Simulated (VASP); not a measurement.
# SnTe3 (P6/mmm) in VASP: notebook

The runs below take SnTe3 through single point, relaxation of cell and atoms, with PBE.

All numbers are computed with VASP 6.6.1; they aren't measurements. Logs are shortened: lines on timing, memory, paths and dates and some standing lists are left out, and cuts for length are marked.

## Step 1: The cell of the first run

Symmetry: P6/mmm, No. 191, hexagonal system. Conventional cell: a = 5.611 Å, b = 5.611 Å, c = 5.390 Å, α = 90.00°, β = 90.00°, γ = 120.00°. Within 3.7 Å of Sn (site symmetry 6/mmm) lie 6 Te at 2.81 Å. Te (site symmetry mmm) has 4 Te at 2.81 Å and 2 Sn at 2.81 Å within 3.7 Å.

The cell was built from a structure type or drawn by symmetry, and may not be a known phase.

## Step 2: Single point, PBE

The input, INCAR:

```
  PREC = Accurate
  ENCUT = 520
  EDIFF = 1E-6
  ISMEAR = 0
  SIGMA = 0.1
  LREAL = F
  LASPH = T
  NELM = 80
  ALGO = Normal
  ISIF = 2
  LWAVE = F
  LCHARG = T
  GGA = PE
  LELF = T
  LVHAR = T
  NBANDS = 24
```

The input, KPOINTS:

```
regular mesh
0
Gamma
  6 6 4
```

The input, POSCAR:

```
SnTe3
1.0
    5.6110120100      0.0000000000      0.0000000000
   -2.8055060100      4.8592789400      0.0000000000
    0.0000000000      0.0000000000      5.3904511200
Sn Te
1 3
Direct
    0.0000000000      0.0000000000      0.0000000000
    0.5000000000      0.0000000000      0.0000000000
    0.0000000000      0.5000000000      0.0000000000
    0.5000000000      0.5000000000      0.0000000000
```

Potentials or basis: VASP PAW PBE potentials, release 64 (Sn_d, Te).

The run is started by

```bash
> cat potpaw_PBE.64/Sn_d/POTCAR potpaw_PBE.64/Te/POTCAR > POTCAR
> mpirun -np 1 vasp_std > vasp.out
```

OUTCAR:

```text
PREC = Accurate
   ENCUT = 520
   EDIFF = 1E-6
   ISMEAR = 0
   LREAL = F
   LASPH = T
   NELM = 80
   ISIF = 2
   GGA = PE

 ion  position               nearest neighbor table
   1  0.000  0.000  0.000-   4 2.81   4 2.81   2 2.81   2 2.81   3 2.81   3 2.81
   2  0.500  0.000  0.000-   3 2.81   3 2.81   1 2.81   1 2.81   4 2.81   4 2.81
   3  0.000  0.500  0.000-   2 2.81   2 2.81   4 2.81   4 2.81   1 2.81   1 2.81
   4  0.500  0.500  0.000-   1 2.81   1 2.81   3 2.81   3 2.81   2 2.81   2 2.81

  LATTYP: Found a hexagonal cell.
 ALAT       =     5.6110120100
 C/A-ratio  =     0.9606914244

  Lattice vectors:

 A1 = (   5.6110120100,   0.0000000000,   0.0000000000)
 A2 = (  -2.8055060100,   4.8592789400,   0.0000000000)
 A3 = (   0.0000000000,   0.0000000000,   5.3904511200)

Analysis of symmetry for initial positions (statically):
=====================================================================
 Subroutine PRICEL returns:
 Original cell was already a primitive cell.

 Routine SETGRP: Setting up the symmetry group for a
 hexagonal supercell.

 Subroutine GETGRP returns: Found 24 space group operations
 (whereof 24 operations were pure point group operations)
 out of a pool of 24 trial point group operations.

The static configuration has the point symmetry D_6h.

Analysis of symmetry for dynamics (positions and initial velocities):
=====================================================================
 Subroutine PRICEL returns:
 Original cell was already a primitive cell.

 Routine SETGRP: Setting up the symmetry group for a
 hexagonal supercell.

 Subroutine GETGRP returns: Found 24 space group operations
 (whereof 24 operations were pure point group operations)
 out of a pool of 24 trial point group operations.

The dynamic configuration has the point symmetry D_6h.

 Subroutine INISYM returns: Found 24 space group operations
 (whereof 24 operations are pure point group operations),
 and found     1 'primitive' translations

----------------------------------------------------------------------------------------

                                     Primitive cell

  volume of cell :     146.9732
[... 83 lines left out ...]
   ISPIN  =      1    spin polarized calculation?
   LNONCOLLINEAR =      F non collinear calculations
   LSORBIT =      F    spin-orbit coupling
   LASPH  =      T    aspherical Exc in radial PAW
   ENCUT  =  520.0 eV  38.22 Ry    6.18 a.u.  10.43 10.43 10.02*2*pi/ulx,y,z
   NELM   =     80;   NELMIN=  2; NELMDL= -5     # of ELM steps
   EDIFF  = 0.1E-05   stopping-criterion for ELM
   LREAL  =      F    real-space projection
   EDIFFG = 0.1E-04   stopping-criterion for IOM
   NSW    =      0    number of steps for IOM
   IBRION =     -1    ionic relax: 0-MD 1-quasi-New 2-CG
   NFREE  =      0    steps in history (QN), initial steepest desc. (CG)
   ISIF   =      2    stress and relaxation
   ISYM   =      2    0-nonsym 1-usesym 2-fastsym
   POTIM  = 0.5000    time-step for ionic-motion
   TEBEG  =    0.0;   TEEND  =   0.0 temperature during run
   PSTRESS=    0.0 pullay stress
   NELECT =      32.0000    total number of electrons
   NUPDOWN=      -1.0000    fix difference up-down
   EMIN   =  10.00;   EMAX   =-10.00  energy-range for DOS
   EFERMI =   0.00;   METHOD = LEGACY
   ISMEAR =     0;   SIGMA  =   0.10  broadening in eV -4-tet -1-fermi 0-gaus
   EFERMI_NEDOS =   21; number of points for ismear=-14 and -15
   IALGO  =     38    algorithm
   IMIX   =      4    mixing-type and parameters
     AMIX     =   0.40;   BMIX     =  1.00
     AMIX_MAG =   1.60;   BMIX_MAG =  1.00
  volume/ion in A,a.u.               =      36.74       247.96
  Fermi-wavevector in a.u.,A,eV,Ry     =   0.984870  1.861134 13.197220  0.969968
  Thomas-Fermi vector in A             =   2.116135
   LORBIT       =      0    0 simple, 1 ext, 2 COOP (PROOUT), +10 PAW based schemes
   GGA     = PE    functional components
   LHFCALC =     F    Hartree Fock is set to
   AEXX    =    0.0000 exact exchange contribution
   IVDW    =     0    specifies the selected vdW correction
   LEPSILON=     F    determine dielectric tensor
   LRPA    =     F    only Hartree local field effects (RPA)
 non-spin polarized calculation
 Gauss-broadening in eV      SIGMA  =   0.10
  energy-cutoff  :      520.00
  volume of cell :      146.97
 maximum number of plane-waves:      3986
 NGX is ok and might be reduce to    42
   NGX = 21   NGY = 21   NGZ = 21

 number of electron      31.9999997 magnetization

 Free energy of the ion-electron system (eV)
  ---------------------------------------------------
  ext. energy  EPLUGINS =         0.00000000
  ---------------------------------------------------
  free energy    TOTEN  =        -8.53772119 eV

  energy without entropy =       -8.53334109  energy(sigma->0) =       -8.53553114

 E-fermi :   5.3952     XC(G=0):  -8.0216

 val. band max:        5.3158362448   @ k =   0.5000   0.0000   0.5000
 cond. band min:       5.4584318462   @ k =   0.3333  -0.0000   0.5000
 fundamental gap:      0.1425956015
 Fermi energy:         5.3951755144

 k-point     1 :       0.0000    0.0000    0.0000
  band No.  band energies     occupation
      1     -16.7936      2.00000
      2     -16.7694      2.00000
      3     -16.7694      2.00000
      4     -16.7153      2.00000
      5     -16.7153      2.00000
      6     -10.0994      2.00000
[... 556 lines left out ...]
     23      10.9288      0.00000
     24      12.3221      0.00000

------------------------ aborting loop because EDIFF is reached ----------------------------------------

  FORCE on cell =-STRESS in cart. coord.  units (eV):
  Direction    XX          YY          ZZ          XY          YZ          ZX
  --------------------------------------------------------------------------------------
  -------------------------------------------------------------------------------------
  Total       31.3923444     31.3923444     -0.1031663     -0.0000000      0.0000000      0.0000000
  in kB      342.2127552    342.2127550     -1.1246320     -0.0000004      0.0000000      0.0000000
  external PRESSURE =     227.7669594 kB  Pullay stress =       0.0000000 kB

 VOLUME and BASIS-vectors are now :
 -----------------------------------------------------------------------------
  energy-cutoff  :      520.00
  volume of cell :      146.97
      direct lattice vectors                 reciprocal lattice vectors
     5.611012010  0.000000000  0.000000000     0.178220969  0.102895925  0.000000000
    -2.805506010  4.859278940  0.000000000     0.000000000  0.205791849  0.000000000
     0.000000000  0.000000000  5.390451120     0.000000000  0.000000000  0.185513230

 POSITION                                       TOTAL-FORCE (eV/Angst)
 -----------------------------------------------------------------------------------
      0.00000      0.00000      0.00000        -0.000000      0.000000      0.000000
      2.80551      0.00000      0.00000         0.000000      0.000000      0.000000
     -1.40275      2.42964      0.00000        -0.000000      0.000000      0.000000
      1.40275      2.42964      0.00000         0.000000      0.000000      0.000000
 -----------------------------------------------------------------------------------
    total drift:                                0.000000     -0.000000     -0.000000

  FREE ENERGIE OF THE ION-ELECTRON SYSTEM (eV)
  ---------------------------------------------------
  free  energy   TOTEN  =        -8.5377211898 eV

  energy  without entropy=       -8.5333410859  energy(sigma->0) =       -8.53553114
```

It took 41 s on 1 thread of Intel Xeon 6975P-C (Granite Rapids), shared host; peak memory 0.28 GiB.

Results:

| Property | Result |
| --- | --- |
| Free energy | -8.5377 eV |
| Pressure | 22.8 GPa |
| Band gap on the k mesh | zero (bands 16 and 17 overlap by 1.73 eV) |

Stress tensor (GPa, compression positive):
```
34.22  0.00  0.00
 0.00 34.22  0.00
 0.00  0.00 -0.11
```

Levels at points of the mesh, in eV from the Fermi level:
```
           k point  band 12  band 13  band 14  band 15  band 16  band 17  band 18  band 19  band 20  band 21
(0.00, 0.00, 0.00)    -6.41    -5.01    -0.64    -0.64     1.47     1.61     2.55     3.62     3.62     4.25
(0.50, 0.00, 0.00)    -3.65    -3.09    -2.50    -2.19    -0.86     0.38     0.52     1.19     3.07     3.31
(0.00, 0.00, 0.50)    -6.36    -5.42    -0.92    -0.92     0.87     2.56     3.51     3.64     3.64     3.79
(0.50, 0.00, 0.50)    -3.62    -3.53    -2.48    -2.17    -1.20    -0.08     0.46     1.23     4.52     6.02
```

Caveat: the cell stands under pressure; spin-orbit coupling is left out, which moves the levels of the heavy elements.

## Step 3: Single point, PBE

This run uses another cell than the first one, of 48.28 Å³/atom.

The input, INCAR:

```
PREC = Accurate
ENCUT = 520
EDIFF = 1E-6
ISMEAR = 0
SIGMA = 0.1
LREAL = F
LASPH = T
NELM = 60
ALGO = Normal
ISIF = 2
LWAVE = F
LCHARG = T
GGA = PE
LELF = T
LVHAR = T
NBANDS = 24
```

The input, KPOINTS:

```
Automatic mesh
0
Gamma
  6 6 4
```

The input, POSCAR:

```
SnTe3
1.0
    6.3882579787      0.0000000033      0.0000000000
   -3.1941289922      5.5323936938      0.0000000000
    0.0000000000      0.0000000000      5.4646146432
Sn Te
1 3
Direct
    0.0000000000      0.0000000000      0.0000000000
    0.5000000000      0.0000000000      0.0000000000
    0.0000000000      0.5000000000      0.0000000000
    0.5000000000      0.5000000000      0.0000000000
```

Potentials or basis: VASP PAW PBE potentials, release 64 (Sn_d, Te).

The run is started by

```bash
> cat potpaw_PBE.64/Sn_d/POTCAR potpaw_PBE.64/Te/POTCAR > POTCAR
> mpirun -np 1 vasp_std > vasp.out
```

It took 52 s on 1 thread of Intel Xeon 6975P-C (Granite Rapids), shared host; peak memory 0.34 GiB.

The run converged. Its results:

| Item | Value |
| --- | --- |
| Free energy | -11.9556 eV |
| Pressure | 0.0 GPa |
| Band gap on the k mesh | zero (bands 16 and 17 overlap by 1.94 eV) |

Levels at points of the mesh, in eV from the Fermi level:
| k point | band 14 | band 15 | band 16 | band 17 | band 18 | band 19 |
| --- | --- | --- | --- | --- | --- | --- |
| (0.00, 0.00, 0.00) | -0.01 | -0.01 | 1.60 | 1.64 | 2.43 | 2.43 |
| (0.50, 0.00, 0.00) | -1.35 | -1.31 | -0.27 | -0.10 | 0.88 | 1.15 |
| (0.00, 0.00, 0.50) | -0.30 | -0.30 | 1.06 | 1.61 | 2.45 | 2.45 |
| (0.50, 0.00, 0.50) | -1.47 | -1.29 | -0.43 | -0.24 | 0.54 | 0.93 |

Caveat: spin-orbit coupling is left out, which moves the levels of the heavy elements.

## Step 4: Relaxation of cell and atoms, PBE

The input, INCAR:

```
PREC = Accurate
ENCUT = 600
EDIFF = 1E-6
ISMEAR = 0
SIGMA = 0.1
LREAL = F
LASPH = T
NELM = 100
ALGO = Normal
ISIF = 3
LWAVE = F
LCHARG = F
GGA = PE
IBRION = 2
NSW = 90
EDIFFG = -0.04
```

The input, KPOINTS:

```
regular mesh
0
Gamma
  6 6 4
```

The input, POSCAR:

```
SnTe3
1.0
    5.6110120100      0.0000000000      0.0000000000
   -2.8055060100      4.8592789400      0.0000000000
    0.0000000000      0.0000000000      5.3904511200
Sn Te
1 3
Direct
    0.0000000000      0.0000000000      0.0000000000
    0.5000000000      0.0000000000      0.0000000000
    0.0000000000      0.5000000000      0.0000000000
    0.5000000000      0.5000000000      0.0000000000
```

Potentials or basis: VASP PAW PBE potentials, release 64 (Sn_d, Te).

The run is started by

```bash
> cat potpaw_PBE.64/Sn_d/POTCAR potpaw_PBE.64/Te/POTCAR > POTCAR
> mpirun -np 1 vasp_std > vasp.out
```

OUTCAR:

```text
PREC = Accurate
   ENCUT = 600
   EDIFF = 1E-6
   ISMEAR = 0
   LREAL = F
   LASPH = T
   NELM = 100
   ISIF = 3
   GGA = PE
   IBRION = 2
   NSW = 90
   EDIFFG = -0.04

 ion  position               nearest neighbor table
   1  0.000  0.000  0.000-   4 2.81   4 2.81   2 2.81   2 2.81   3 2.81   3 2.81
   2  0.500  0.000  0.000-   3 2.81   3 2.81   1 2.81   1 2.81   4 2.81   4 2.81
   3  0.000  0.500  0.000-   2 2.81   2 2.81   4 2.81   4 2.81   1 2.81   1 2.81
   4  0.500  0.500  0.000-   1 2.81   1 2.81   3 2.81   3 2.81   2 2.81   2 2.81

  LATTYP: Found a hexagonal cell.
 ALAT       =     5.6110120100
 C/A-ratio  =     0.9606914244

  Lattice vectors:

 A1 = (   5.6110120100,   0.0000000000,   0.0000000000)
 A2 = (  -2.8055060100,   4.8592789400,   0.0000000000)
 A3 = (   0.0000000000,   0.0000000000,   5.3904511200)

Analysis of symmetry for initial positions (statically):
=====================================================================
 Subroutine PRICEL returns:
 Original cell was already a primitive cell.

 Routine SETGRP: Setting up the symmetry group for a
 hexagonal supercell.

 Subroutine GETGRP returns: Found 24 space group operations
[... 168 lines left out ...]

------------------------ aborting loop because EDIFF is reached ----------------------------------------

  FORCE on cell =-STRESS in cart. coord.  units (eV):
  Direction    XX          YY          ZZ          XY          YZ          ZX
  --------------------------------------------------------------------------------------
  -------------------------------------------------------------------------------------
  Total       31.3992264     31.3992263     -0.0961637     -0.0000000      0.0000000      0.0000000
  in kB      342.2877761    342.2877759     -1.0482948     -0.0000004      0.0000000      0.0000000
  external PRESSURE =     227.8424191 kB  Pullay stress =       0.0000000 kB
[... 25 lines left out ...]
--------------------------------------- Ionic step        2  -------------------------------------------

 number of electron      31.9999984 magnetization

 E-fermi :  -0.1504     XC(G=0):  -6.1512

 val. band max:       -0.1534083607   @ k =   0.3333   0.3333   0.0000
 cond. band min:      -0.1475023965   @ k =   0.3333  -0.0000   0.0000
 fundamental gap:      0.0059059642
 Fermi energy:        -0.1504459139

 k-point     1 :       0.0000    0.0000    0.0000
  band No.  band energies     occupation
      1     -22.7074      2.00000
      2     -22.6800      2.00000
      3     -22.6800      2.00000
      4     -22.5960      2.00000
      5     -22.5960      2.00000
      6     -10.3900      2.00000
[... 585 lines left out ...]
--------------------------------------- Ionic step        5  -------------------------------------------

 number of electron      31.9999999 magnetization

 Free energy of the ion-electron system (eV)
  ---------------------------------------------------
  ext. energy  EPLUGINS =         0.00000000
  ---------------------------------------------------
  free energy    TOTEN  =       -11.95219152 eV

  energy without entropy =      -11.93598529  energy(sigma->0) =      -11.94408840

 E-fermi :   2.4724     XC(G=0):  -7.2607

 val. band max:        2.4706674331   @ k =   0.0000   0.0000   0.0000
 cond. band min:       2.4733338460   @ k =   0.3333  -0.0000   0.2500
 fundamental gap:      0.0026664129
 Fermi energy:         2.4723815576

 k-point     1 :       0.0000    0.0000    0.0000
  band No.  band energies     occupation
      1     -19.4068      2.00000
      2     -19.3668      2.00000
      3     -19.3668      2.00000
      4     -19.3089      2.00000
      5     -19.3089      2.00000
      6      -9.9947      2.00000
[... 503 lines left out ...]
  FREE ENERGIE OF THE ION-ELECTRON SYSTEM (eV)
  ---------------------------------------------------
  free  energy   TOTEN  =       -11.9521915174 eV

  energy  without entropy=      -11.9359852910  energy(sigma->0) =      -11.94408840

 reached required accuracy - stopping structural energy minimisation
```

OSZICAR:

```text
N       E                     dE             d eps       ncg     rms          rms(c)
DAV:   1     0.264007304779E+03    0.26401E+03   -0.14724E+04   840   0.169E+03
DAV:   2     0.225191647820E+02   -0.24149E+03   -0.23201E+03   952   0.367E+02
DAV:   3    -0.711551612794E+01   -0.29635E+02   -0.28134E+02  1048   0.126E+02
DAV:   4    -0.863989824808E+01   -0.15244E+01   -0.14792E+01  1052   0.277E+01
[... 55 lines left out ...]
DAV:   3    -0.119539850051E+02    0.77144E-02   -0.12417E-02  1008   0.117E+00    0.262E-01
DAV:   4    -0.119523047022E+02    0.16803E-02   -0.27139E-03  1056   0.530E-01    0.106E-01
DAV:   5    -0.119521937021E+02    0.11100E-03   -0.22986E-04  1160   0.103E-01    0.878E-02
DAV:   6    -0.119521921062E+02    0.15959E-05   -0.24691E-05   944   0.574E-02    0.146E-02
DAV:   7    -0.119521915174E+02    0.58876E-06   -0.80817E-07   552   0.834E-03
   5 F= -.11952192E+02 E0= -.11944088E+02  d E =-.341424E+01
```

CONTCAR:

```text
SnTe3
   1.00000000000000
     6.3882863409175537   -0.0000000007997837    0.0000000000000000
    -3.1941431768440434    5.5324182560192918   -0.0000000000000000
    -0.0000000000000000    0.0000000000000000    5.3881642035956121
  Sn              Te
     1     3
Direct
     0.0000000000000000    0.0000000000000000    1.0000000000000000
     0.5000000000000000    0.0000000000000000    1.0000000000000000
     0.0000000000000000    0.5000000000000000    0.0000000000000000
     0.5000000000000000    0.5000000000000000    0.0000000000000000

  0.00000000E+00  0.00000000E+00  0.00000000E+00
  0.00000000E+00  0.00000000E+00  0.00000000E+00
  0.00000000E+00  0.00000000E+00  0.00000000E+00
  0.00000000E+00  0.00000000E+00  0.00000000E+00
```

It took 3.3 min on 1 thread of Intel Xeon 6975P-C (Granite Rapids), shared host; peak memory 0.37 GiB.

Results:

| Property | Result |
| --- | --- |
| Free energy | -11.9522 eV |
| Relaxed volume | 47.61 Å³/atom |
| Relaxed cell | a = 6.388 Å, b = 6.388 Å, c = 5.388 Å, α = 90.00°, β = 90.00°, γ = 120.00° |
| Space group after relaxing (to 0.1 Å) | P6/mmm (No. 191) |
| Energy gained by relaxing | 853.6 meV/atom |
| Ionic steps | 5 |
| Pressure after relaxing | 0.0 GPa |
| Band gap on the k mesh | zero (bands 16 and 17 overlap by 1.94 eV) |

Step by step:
| step | energy change (eV) | largest force (eV/Å) | pressure (GPa) | volume (Å³) |
| --- | --- | --- | --- | --- |
| 1 | 0.0000 | 0.0000 | 22.78 | 146.97 |
| 2 | -0.3511 | 0.0000 | -4.68 | 279.04 |
| 3 | -3.3808 | 0.0000 | -1.15 | 196.51 |
| 4 | -3.4075 | 0.0000 | -0.53 | 193.17 |
| 5 | -3.4142 | 0.0000 | 0.04 | 190.43 |

Final structure:
```
Sn Te
1.0
     6.38829    0.00000    0.00000
    -3.19414    5.53242    0.00000
     0.00000    0.00000    5.38816
Sn Te
1 3
Cartesian
  0.0000 0.0000 5.3882
  3.1941 0.0000 5.3882
  -1.5971 2.7662 0.0000
  1.5971 2.7662 0.0000
```

Caveat: the volume moved by over 15 % at a fixed basis, so the end points are rough; spin-orbit coupling is left out, which moves the levels of the heavy elements.

[end of part 1 of 2]
